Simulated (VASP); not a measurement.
NaH, 2 atoms in the cell. The structure is cubic, space group F-43m (No. 216). The conventional cell has a = 4.286 Å, b = 4.286 Å, c = 4.286 Å, α = 90.00°, β = 90.00°, γ = 90.00°. Within 2.5 Å of Na (site symmetry -43m) lie 4 H at 1.86 Å. H (site symmetry -43m) has 4 Na at 1.86 Å within 2.5 Å. 

| Quantity | Value |
| --- | --- |
| Program | VASP 6.6.1 |
| Task | relaxation of cell and atoms |
| Functional | PBE |
| Potentials or basis | VASP PAW PBE potentials, release 64 (Na_pv, H) |
| Cutoff | 600 eV |
| k mesh | 10 × 10 × 10 |
| Occupations | fermi-dirac, width 0.02 eV |
| Spin | no spin polarisation |
| Dipole correction | no |
| Further INCAR settings | ALGO = Normal; EDIFF = 1e-06; IBRION = 2; EDIFFG = -0.005; NSW = 80; ISIF = 3 |

Potentials or basis: VASP PAW PBE potentials, release 64 (Na_pv, H).

Launch:

```console
$ cat potpaw_PBE.64/Na_pv/POTCAR potpaw_PBE.64/H/POTCAR > POTCAR
$ mpirun -np 1 vasp_std > vasp.out
```

Hardware: 1 thread of Intel Xeon 8259CL (shared host).

Q: How long does it take, and how much memory?

A: It took 40 s on 1 thread of Intel Xeon 8259CL, on a shared host, peak memory 0.14 GiB. Counts: scf iterations 53, k points 47, ion steps 6.
